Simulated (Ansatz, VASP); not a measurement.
## Two plane-wave programs on Pd

```
Pd
1.0
     4.90084    0.00000    0.00000
     0.00000    4.90084    0.00000
     0.00000    0.00000    4.90084
Pd
8
Direct
  0.00000 0.00000 0.00000
  0.50000 0.50000 0.50000
  0.25000 0.00000 0.50000
  0.75000 0.00000 0.50000
  0.50000 0.25000 0.00000
  0.50000 0.75000 0.00000
  0.00000 0.50000 0.25000
  0.00000 0.50000 0.75000
```

Alike in both runs: task relaxation of cell and atoms; functional LDA; k mesh 5 × 5 × 5; occupations fermi-dirac, width 0.05 eV; collinear spin.

|  | VASP | Ansatz |
| --- | --- | --- |
| version | VASP 6.6.1 | Ansatz 0.2.0 |
| potentials or method | VASP PAW LDA potentials, release 64 (Pd), cutoff 600 eV | plane waves (420 eV) with PAW, scalar-relativistic |
| valence electrons in the cell | 80 | 144 |

|  | VASP | Ansatz | Ansatz less VASP |
| --- | --- | --- | --- |
| net moment per atom (μB) | 0.00 | 0.00 | 0.000 |
| relaxed volume (Å³/atom) | 14.55 | 14.54 | -0.009 |
| relaxed length of the cell vector where the two differ most in proportion (Å) | 4.882 | 4.881 | -0.0011 |

Ansatz warns that its potentials were made for another functional, while VASP's fit it. LDA's correlation is that of Perdew and Zunger in VASP and of Perdew and Wang (1992) in Ansatz. VASP's potentials hold 80 valence electrons a cell and Ansatz's 144, so a difference there can come from the potentials and not from the codes. Ansatz's warnings: seeded moment not kept.
